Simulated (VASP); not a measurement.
**Ga2O3: single point with PBE**

Crystal: Ga2O3.

```
Ga O
1.0
     6.10700   -1.51855    0.00000
     6.10700    1.51855    0.00000
    -1.38599    0.00000    5.63001
Ga O
4 6
Cartesian
  0.0142 0.0000 4.4798
  10.8138 0.0000 1.1502
  7.6176 0.0000 1.7638
  3.2104 0.0000 3.8662
  1.9131 0.0000 0.6135
  8.9149 0.0000 5.0165
  1.3270 0.0000 3.1539
  9.5010 0.0000 2.4761
  5.7121 0.0000 1.4280
  5.1160 0.0000 4.2020
```

```
Program             : VASP 6.6.1
Task                : single point
Functional          : PBE
Potentials or basis : VASP PAW PBE potentials, release 64 (Ga_d, O)
Cutoff              : 520 eV
k mesh              : 8 × 8 × 4
Occupations         : gaussian, width 0.01 eV
Spin                : no spin polarisation
```

- Pressure: 9.0 GPa
- Largest force: 0.030 eV/Å
- Band gap on the k mesh: 2.37 eV, indirect (least direct gap 2.40 eV)

Forces on the atoms (eV/Å):
```
Ga   0.004  0.000  0.006
Ga  -0.004  0.000 -0.006
Ga  -0.013  0.000 -0.007
Ga   0.013  0.000  0.007
O    0.021  0.000 -0.021
O   -0.021  0.000  0.021
O   -0.017  0.000  0.004
O    0.017  0.000 -0.004
O    0.002  0.000  0.004
O   -0.002  0.000 -0.004
```

Stress tensor (GPa, compression positive):
```
8.57 0.00 0.18
0.00 9.33 0.00
0.18 0.00 9.07
```

Levels at points of the mesh, in eV from the valence-band top:
```csv
k point,band 41,band 42,band 43,band 44,band 45,band 46,band 47,band 48
"(0.00, 0.00, 0.00)",-0.68,-0.50,-0.28,-0.03,2.37,5.65,6.72,6.73
"(0.50, 0.00, 0.00)",-0.76,-0.72,-0.47,-0.13,5.64,6.49,7.19,7.49
"(0.50, 0.50, 0.00)",-0.69,-0.67,-0.40,-0.17,4.57,4.80,5.80,6.50
"(0.00, 0.00, 0.50)",-0.73,-0.65,-0.48,-0.30,4.76,4.85,6.75,7.15
"(0.50, 0.00, 0.50)",-1.10,-1.05,-0.74,-0.67,6.90,6.91,7.80,7.96
"(0.50, 0.50, 0.50)",-0.68,-0.57,-0.56,-0.02,5.16,5.27,6.25,6.49
```

It took 13 min on 1 thread of Intel(R) Xeon(R) Platinum 8259CL CPU @ 2.50GHz (Skylake/Cascade Lake) (shared host), peak memory 0.52 GiB.

A k mesh can miss the band edges. A hybrid or GW would open this gap; PBE tends to underestimate it.
